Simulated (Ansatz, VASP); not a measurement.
**Ir in VASP and in Ansatz**

```
CELL_PARAMETERS angstrom
0.00000 1.92279 1.92279
1.92279 0.00000 1.92279
1.92279 1.92279 0.00000
ATOMIC_POSITIONS crystal
Ir 0.00000 0.00000 0.00000
```

Alike in both runs: task single point; functional r2SCAN; k mesh 14 × 14 × 14; occupations fermi-dirac, width 0.1 eV; no spin polarisation.

```csv
,VASP,Ansatz
version,VASP 6.6.1,Ansatz 0.2.0
potentials or method,"VASP PAW PBE potentials, release 64 (Ir_sv_GW)","PAW with Ansatz's default frozen-core files, scalar-relativistic"
plane-wave cutoff (eV),620,500
valence electrons in the cell,17,17
```

```tsv
	VASP	Ansatz	Ansatz less VASP
pressure (GPa)	-0.9	0.0	+0.93
```

VASP's potentials were made for PBE, not for r2SCAN. Ansatz's warnings: optics on partly filled bands.

Spin-orbit coupling is off throughout.
